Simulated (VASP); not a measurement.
## CdTe: single point with PBE

The system is CdTe.

```
Cd Te
1.0
     0.00000    3.15693    3.15693
     3.15693    0.00000    3.15693
     3.15693    3.15693    0.00000
Cd Te
1 1
Direct
  0.00000 0.00000 0.00000
  0.75000 0.75000 0.75000
```

This cell differs from its parent crystal: strain -0.015 along x and y, -0.015 along z.

- Program: VASP 6.6.1
- Task: single point
- Functional: PBE
- Potentials or basis: VASP PAW PBE potentials, release 64 (Cd, Te)
- Cutoff: 520 eV
- k mesh: 8 × 8 × 8
- Occupations: gaussian, width 0.05 eV
- Spin: no spin polarisation
- Dipole correction: no
- Further INCAR settings: ALGO = Normal; EDIFF = 1e-06; NBANDS = 16

```
Pressure               : 7.1 GPa
Band gap on the k mesh : 1.02 eV, direct
```

Levels at points of the mesh, in eV from the valence-band top:
| k point | band 6 | band 7 | band 8 | band 9 | band 10 | band 11 | band 12 | band 13 |
| --- | --- | --- | --- | --- | --- | --- | --- | --- |
| (0.00, 0.00, 0.00) | -8.27 | 0.00 | 0.00 | 0.00 | 1.02 | 4.54 | 4.54 | 4.54 |
| (0.50, 0.00, 0.00) | -7.85 | -4.90 | -0.90 | -0.90 | 1.89 | 5.14 | 5.14 | 7.10 |
| (0.50, 0.50, 0.00) | -7.68 | -4.71 | -2.15 | -2.15 | 2.42 | 2.63 | 9.29 | 9.53 |

Run time: 24 s on 1 thread of Intel(R) Xeon(R) Platinum 8259CL CPU @ 2.50GHz (Skylake/Cascade Lake), on a shared host, peak memory 0.21 GiB.

Caveat: the cell differs from its parent crystal (strain -0.015 along x and y, -0.015 along z); spin-orbit coupling is left out, which moves the levels of the heavy elements.
